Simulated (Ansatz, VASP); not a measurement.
# ZnCu in VASP and in Ansatz

File INCAR:

```
SYSTEM = ZnCu
PREC = Accurate
ENCUT = 520
EDIFF = 1E-7
ISMEAR = 0
SIGMA = 0.15
LREAL = .FALSE.
LASPH = .TRUE.
NELM = 100
ALGO = Fast
ISIF = 2
LWAVE = .FALSE.
LCHARG = .TRUE.
GGA = PS
LELF = .TRUE.
LVHAR = .TRUE.
NBANDS = 18
```

File KPOINTS:

```
regular mesh
0
G
  16 16 16
  0 0 0
```

POSCAR

```
ZnCu
1.0
    2.9450000000      0.0000000000      0.0000000000
    0.0000000000      2.9450000000      0.0000000000
    0.0000000000      0.0000000000      2.9450000000
Zn Cu
1 1
Direct
    0.5000000000      0.5000000000      0.5000000000
   -0.0049011059     -0.0049011059     -0.0049011059
```

Input for Ansatz:

```yaml
crystal:
  lattice:
    - [2.945, 0.0, 0.0]
    - [0.0, 2.945, 0.0]
    - [0.0, 0.0, 2.945]
  atoms:
    - { symbol: Zn, position: [0.5, 0.5, 0.5] }
    - { symbol: Cu, position: [-0.0049011059, -0.0049011059, -0.0049011059] }
basis:
  ecutwfc: 420
kpoints:
  mp_grid: { grid: [16, 16, 16] }
hamiltonian:
  xc: pbesol
scf:
  occupations: { method: gaussian, width: 0.15 }
output:
  forces: true
  stress: true
  eigenvalues: true
```

Change from the starting cell: all Cu atoms moved +0.025 Å, as atom 2 towards its neighbour atom 1 (Zn) at 2.550 Å.

Alike in both runs: task single point; functional PBEsol; k mesh 16 × 16 × 16; occupations gaussian, width 0.15 eV; no spin polarisation.

```csv
,VASP,Ansatz
version,VASP 6.6.1,Ansatz 0.2.0
potentials or method,"VASP PAW PBE potentials, release 64 (Zn, Cu), cutoff 520 eV","scalar-relativistic, plane waves, PAW"
valence electrons in the cell,23,31
```

|  | VASP | Ansatz | Ansatz less VASP |
| --- | --- | --- | --- |
| gap on the k mesh at the Fermi level (eV) | none | none | - |
| pressure (GPa) | -4.0 | -4.7 | -0.67 |
| rms of the force components (eV/Å) | 0.065 | 0.064 | -0.0014 |

VASP's potentials were made for PBE, not for PBEsol. Atom by atom the forces differ by 0.001 eV/Å (rms over components). A gap of «none» marks a metal or a gap that the smearing closes. VASP's potentials hold 23 valence electrons a cell and Ansatz's 31, so a difference there can come from the potentials and not from the codes.
